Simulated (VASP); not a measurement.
# Ta (Fm-3m) in VASP: notebook

Runs on Ta. Level: r2SCAN. Tasks: electric field gradients.

Program: VASP 6.6.1. These are calculated values, not measurements. Logs are shortened: lines on timing, memory, paths and dates and some standing lists are left out, and cuts for length are marked.

## (1) The cell of the first run

It takes space group Fm-3m (No. 225, cubic). Conventional cell: a = 4.172 Å, b = 4.172 Å, c = 4.172 Å, α = 90.00°, β = 90.00°, γ = 90.00°. Ta (site symmetry m-3m) has 12 Ta at 2.95 Å within 3.9 Å.

This isn't the form of Ta at room conditions, which is bcc.

## (2) Electric field gradients, r2SCAN

Input file POSCAR:

```
Ta
1.0
    0.0000000000      2.0859058039      2.0859058039
    2.0859058039      0.0000000000      2.0859058039
    2.0859058039      2.0859058039      0.0000000000
Ta
1
Direct
    0.0000000000      0.0000000000      0.0000000000
```

Input file INCAR.step1:

```
SYSTEM = Ta
PREC = Accurate
ENCUT = 520
ISMEAR = -5
SIGMA = 0.1
LREAL = .FALSE.
LASPH = .TRUE.
NELM = 60
NBANDS = 12
GGA = PE
ALGO = Normal
EDIFF = 1E-4
LWAVE = .TRUE.
LCHARG = .FALSE.
```

Input file INCAR.step2:

```
SYSTEM = Ta
PREC = Accurate
ENCUT = 520
EDIFF = 1E-8
ISMEAR = -5
SIGMA = 0.1
LREAL = .FALSE.
LASPH = .TRUE.
NELM = 60
ALGO = Normal
ISIF = 2
LWAVE = .FALSE.
LCHARG = .FALSE.
METAGGA = R2SCAN
LMIXTAU = .TRUE.
LEFG = .TRUE.
NBANDS = 12
ISTART = 1
```

Input file KPOINTS:

```
Automatic mesh
0
G
  14 14 14
  0 0 0
```

Potentials or basis: VASP PAW PBE potentials, release 64 (Ta_pv).

Launch:

```bash
$ cat potpaw_PBE.64/Ta_pv/POTCAR > POTCAR
$ cp INCAR.step1 INCAR
$ mpirun -np 1 vasp_std > vasp.out
$ cp INCAR.step2 INCAR
$ mpirun -np 1 vasp_std > vasp.out
```

OUTCAR:

```text
SYSTEM = Ta
   PREC = Accurate
   ENCUT = 520
   EDIFF = 1E-8
   ISMEAR = -5
   LREAL = .FALSE.
   LASPH = .TRUE.
   NELM = 60
   ISIF = 2
   METAGGA = R2SCAN
   ISTART = 1

 ion  position               nearest neighbor table
   1  0.000  0.000  0.000-

  LATTYP: Found a face centered cubic cell.
 ALAT       =     4.1718116078

  Lattice vectors:

 A1 = (   0.0000000000,   2.0859058039,   2.0859058039)
 A2 = (   2.0859058039,   0.0000000000,   2.0859058039)
 A3 = (   2.0859058039,   2.0859058039,   0.0000000000)

Analysis of symmetry for initial positions (statically):
=====================================================================
 Subroutine PRICEL returns:
 Original cell was already a primitive cell.

 Routine SETGRP: Setting up the symmetry group for a
 face centered cubic supercell.

 Subroutine GETGRP returns: Found 48 space group operations
 (whereof 48 operations were pure point group operations)
 out of a pool of 48 trial point group operations.

The static configuration has the point symmetry O_h .

Analysis of symmetry for dynamics (positions and initial velocities):
=====================================================================
 Subroutine PRICEL returns:
 Original cell was already a primitive cell.

 Routine SETGRP: Setting up the symmetry group for a
 face centered cubic supercell.

 Subroutine GETGRP returns: Found 48 space group operations
 (whereof 48 operations were pure point group operations)
 out of a pool of 48 trial point group operations.

The dynamic configuration has the point symmetry O_h .

 Subroutine INISYM returns: Found 48 space group operations
 (whereof 48 operations are pure point group operations),
 and found     1 'primitive' translations

----------------------------------------------------------------------------------------

                                     Primitive cell

  volume of cell :      18.1516

  direct lattice vectors                    reciprocal lattice vectors
     0.000000000  2.085905804  2.085905804    -0.239704017  0.239704017  0.239704017
     2.085905804  0.000000000  2.085905804     0.239704017 -0.239704017  0.239704017
     2.085905804  2.085905804  0.000000000     0.239704017  0.239704017 -0.239704017

  length of vectors
     2.949916278  2.949916278  2.949916278     0.415179536  0.415179536  0.415179536

  position of ions in fractional coordinates (direct lattice)
     0.000000000  0.000000000  0.000000000

  ion indices of the primitive-cell ions
   primitive index   ion index
                 1           1

----------------------------------------------------------------------------------------

 KPOINTS: Automatic mesh

Automatic generation of k-mesh.
 Grid dimensions read from file:
 generate k-points for:   14   14   14

 Generating k-lattice:

  Cartesian coordinates                     Fractional coordinates (reciprocal lattice)
    -0.017121715  0.017121715  0.017121715     0.071428571  0.000000000  0.000000000
     0.017121715 -0.017121715  0.017121715     0.000000000  0.071428571  0.000000000
     0.017121715  0.017121715 -0.017121715     0.000000000  0.000000000  0.071428571

  Length of vectors
     0.029655681  0.029655681  0.029655681

  Shift w.r.t. Gamma in fractional coordinates (k-lattice)
     0.000000000  0.000000000  0.000000000

 TETIRR: Found    389 inequivalent tetrahedra from    16464

 Subroutine IBZKPT returns following result:
 ===========================================

 Found    104 irreducible k-points:

 Following reciprocal coordinates:
            Coordinates               Weight
  0.000000  0.000000  0.000000      1.000000
  0.071429  0.000000  0.000000      8.000000
  0.142857  0.000000  0.000000      8.000000
  0.214286  0.000000  0.000000      8.000000
  0.285714  0.000000  0.000000      8.000000
  0.357143  0.000000  0.000000      8.000000
[... 16 lines left out ...]
  0.214286  0.142857  0.000000     24.000000
  0.285714  0.142857  0.000000     24.000000
 [... further k-points ...]
   k-points           NKPTS =    104   k-points in BZ     NKDIM =    104   number of bands    NBANDS=     12
   number of dos      NEDOS =    301   number of ions     NIONS =      1
   total plane-waves  NPLWV =  13824
   dimension x,y,z NGX =    24 NGY =   24 NGZ =   24
   dimension x,y,z NGXF=    48 NGYF=   48 NGZF=   48
   ions per type =               1
   NGX,Y,Z   is equivalent  to a cutoff of  13.53, 13.53, 13.53 a.u.
   NGXF,Y,Z  is equivalent  to a cutoff of  27.05, 27.05, 27.05 a.u.
 SYSTEM =  Ta
   PREC   = accura    normal or accurate (medium, high low for compatibility)
   ISTART =      1    job   : 0-new  1-cont  2-samecut
   ICHARG =      0    charge: 1-file 2-atom 10-const
   ISPIN  =      1    spin polarized calculation?
   LNONCOLLINEAR =      F non collinear calculations
   LSORBIT =      F    spin-orbit coupling
   LASPH  =      T    aspherical Exc in radial PAW
   ENCUT  =  520.0 eV  38.22 Ry    6.18 a.u.   5.48  5.48  5.48*2*pi/ulx,y,z
   NELM   =     60;   NELMIN=  2; NELMDL=  0     # of ELM steps
   EDIFF  = 0.1E-07   stopping-criterion for ELM
   LREAL  =      F    real-space projection
   EDIFFG = 0.1E-06   stopping-criterion for IOM
   NSW    =      0    number of steps for IOM
   IBRION =     -1    ionic relax: 0-MD 1-quasi-New 2-CG
   NFREE  =      0    steps in history (QN), initial steepest desc. (CG)
   ISIF   =      2    stress and relaxation
   ISYM   =      2    0-nonsym 1-usesym 2-fastsym
   POTIM  = 0.5000    time-step for ionic-motion
   TEBEG  =    0.0;   TEEND  =   0.0 temperature during run
   PSTRESS=    0.0 pullay stress
   NELECT =      11.0000    total number of electrons
   NUPDOWN=      -1.0000    fix difference up-down
   EMIN   =  10.00;   EMAX   =-10.00  energy-range for DOS
   EFERMI =   0.00;   METHOD = LEGACY
   ISMEAR =    -5;   SIGMA  =   0.10  broadening in eV -4-tet -1-fermi 0-gaus
   EFERMI_NEDOS =   21; number of points for ismear=-14 and -15
   IALGO  =     38    algorithm
   IMIX   =      4    mixing-type and parameters
     AMIX     =   0.40;   BMIX     =  1.00
     AMIX_MAG =   1.60;   BMIX_MAG =  1.00
  volume/ion in A,a.u.               =      18.15       122.49
  Fermi-wavevector in a.u.,A,eV,Ry     =   1.385376  2.617981 26.113213  1.919267
  Thomas-Fermi vector in A             =   2.509792
   LORBIT       =      0    0 simple, 1 ext, 2 COOP (PROOUT), +10 PAW based schemes
   METAGGA = R2SCAN    functional components
   LHFCALC =     F    Hartree Fock is set to
   AEXX    =    0.0000 exact exchange contribution
   IVDW    =     0    specifies the selected vdW correction
   LEPSILON=     F    determine dielectric tensor
   LRPA    =     F    only Hartree local field effects (RPA)
 non-spin polarized calculation
 Fermi weights with tetrahedron method with Bloechl corrections
  energy-cutoff  :      520.00
  volume of cell :       18.15
 maximum number of plane-waves:       531
 NGX is ok and might be reduce to    24
   NGX = 11   NGY = 11   NGZ = 11

 number of electron      11.0000001 magnetization

 Free energy of the ion-electron system (eV)
  ---------------------------------------------------
  ext. energy  EPLUGINS =         0.00000000
  ---------------------------------------------------
  free energy    TOTEN  =       -48.33076671 eV

  energy without entropy =      -48.33076671  energy(sigma->0) =      -48.33076671

 E-fermi :   5.6689     XC(G=0): -13.7207

 val. band max:        5.7141941733   @ k =  -0.3571   0.3571   0.0000
 cond. band min:       5.6680291761   @ k =   0.4286   0.1429   0.0714
 fundamental gap:     -0.0461649972
 Fermi energy:         5.6689113384

 k-point     1 :       0.0000    0.0000    0.0000
  band No.  band energies     occupation
      1     -29.0115      2.00000
      2     -29.0115      2.00000
      3     -29.0115      2.00000
      4      -3.0321      2.00000
      5       6.1761      0.00000
      6       6.1761      0.00000
      7       6.1761      0.00000
      8       9.5733      0.00000
      9       9.5733      0.00000
     10      17.2488      0.00000
     11      18.7941      0.00000
     12      24.2519      0.00000
[... 331 lines left out ...]
 k-point    24 :       0.2857    0.1429    0.0000
  band No.  band energies     occupation
      1     -29.6243      2.00000
      2     -29.1736      2.00000
      3     -29.1622      2.00000
      4      -0.2876      2.00000
      5       4.2387      2.00000
      6       6.3667      0.00000
      7       7.3501      0.00000
      8       8.7283      0.00000
      9      10.5975      0.00000
     10      17.2476      0.00000
     11      20.5901      0.00000
     12      23.7194      0.00000

 [... further k-points ...]

------------------------ aborting loop because EDIFF is reached ----------------------------------------

  FORCE on cell =-STRESS in cart. coord.  units (eV):
  Direction    XX          YY          ZZ          XY          YZ          ZX
  --------------------------------------------------------------------------------------
  -------------------------------------------------------------------------------------
  Total        0.6875071      0.6875071      0.6875071      0.0000000     -0.0000000      0.0000000
  in kB       60.6839266     60.6839266     60.6839266      0.0000000     -0.0000000      0.0000000
  external PRESSURE =      60.6839266 kB  Pullay stress =       0.0000000 kB

 VOLUME and BASIS-vectors are now :
 -----------------------------------------------------------------------------
  energy-cutoff  :      520.00
  volume of cell :       18.15
      direct lattice vectors                 reciprocal lattice vectors
     0.000000000  2.085905804  2.085905804    -0.239704017  0.239704017  0.239704017
     2.085905804  0.000000000  2.085905804     0.239704017 -0.239704017  0.239704017
     2.085905804  2.085905804  0.000000000     0.239704017  0.239704017 -0.239704017

 POSITION                                       TOTAL-FORCE (eV/Angst)
 -----------------------------------------------------------------------------------
      0.00000      0.00000      0.00000         0.000000      0.000000      0.000000
 -----------------------------------------------------------------------------------
    total drift:                                0.000000     -0.000000     -0.000000

  FREE ENERGIE OF THE ION-ELECTRON SYSTEM (eV)
  ---------------------------------------------------
  free  energy   TOTEN  =       -48.3307667131 eV

  energy  without entropy=      -48.3307667131  energy(sigma->0) =      -48.33076671

 Electric field gradients (V/A^2)
---------------------------------------------------------------------
 ion       V_xx      V_yy      V_zz      V_xy      V_xz      V_yz
---------------------------------------------------------------------
   1       0.000     0.000    -0.000    -0.000    -0.000    -0.000
---------------------------------------------------------------------

 Electric field gradients after diagonalization (V/A^2)
 (convention: |V_zz| > |V_xx| > |V_yy|)
----------------------------------------------------------------------
 ion       V_xx      V_yy      V_zz     asymmetry (V_yy - V_xx)/ V_zz
----------------------------------------------------------------------
   1       0.000     0.000    -0.000       0.000
----------------------------------------------------------------------

           NMR quadrupolar parameters

 Cq : quadrupolar parameter    Cq=e*Q*V_zz/h
 eta: asymmetry parameters     (V_yy - V_xx)/ V_zz
 Q  : nuclear electric quadrupole moment in mb (millibarn)
----------------------------------------------------------------------
 ion       Cq(MHz)       eta       Q (mb)
----------------------------------------------------------------------
   1      -0.000       0.000       1.000
----------------------------------------------------------------------
```

It took 74 s on 1 thread of AMD EPYC 9R45 (Zen 5), shared host; peak memory 0.13 GiB.

What came out:

```
Free energy                             : -48.3308 eV
Pressure                                : 6.1 GPa
Band gap on the k mesh                  : zero (an odd number of electrons rules out a gap without spin polarisation)
Largest electric field gradient by atom : under 0.05 V/Å² on every atom
```

Caveat: the cell stands under pressure; the PAW data sets were made with another functional, which shifts forces and pressure a little; spin-orbit coupling is left out, which moves the levels of the heavy elements; tetrahedron occupations give inexact forces and stress in metals.

[end of part 1 of 2]

The gap in the log of VASP goes by the Fermi energy; the results here count the filled bands.